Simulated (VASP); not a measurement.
# Ti: single point with PBEsol-based global hybrid

Ti:

```
Ti
1.0
    -1.61586    1.61586    1.61586
     1.61586   -1.61586    1.61586
     1.61586    1.61586   -1.61586
Ti
1
Direct
  0.00000 0.00000 0.00000
```

This cell differs from its parent crystal: volume scaled by 0.8.

- Program: VASP 6.6.1
- Task: single point
- Functional: PBEsol-based global hybrid
- Potentials or basis: VASP PAW PBE potentials, release 64 (Ti_sv)
- Cutoff: 520 eV
- k mesh: 6 × 6 × 6
- Occupations: methfessel-paxton, width 0.2 eV
- Spin: no spin polarisation
- Dipole correction: no
- Grid for exact exchange (PRECFOCK): Normal
- Share of exact exchange: 0.25
- Further INCAR settings: ALGO = Normal; EDIFF = 1e-07; NBANDS = 12

```yaml
Pressure: -2.2 GPa
Band_gap_on_the_k_mesh: zero (band 6 reaches 10.36 eV, above the bottom of band 7 at 7.08 eV)
```

Levels at points of the mesh, in eV from the Fermi level:
| k point | band 3 | band 4 | band 5 | band 6 | band 7 | band 8 | band 9 | band 10 |
| --- | --- | --- | --- | --- | --- | --- | --- | --- |
| (0.00, 0.00, 0.00) | -35.98 | -35.98 | -7.78 | 1.98 | 1.98 | 1.98 | 3.92 | 3.92 |
| (0.50, 0.00, 0.00) | -36.22 | -35.99 | -3.58 | -0.75 | 1.18 | 3.88 | 4.20 | 5.66 |
| (0.50, 0.50, 0.50) | -36.51 | -36.51 | -3.30 | -3.30 | 5.29 | 5.29 | 5.29 | 9.49 |

It took 12 min on 1 thread of Oxide Virtual Turin-like Processor, with other jobs on the host, peak memory 0.12 GiB.

Caveat: the k points lie up to 0.46 Å⁻¹ apart; the PAW data sets were made with another functional, which shifts forces and pressure a little.
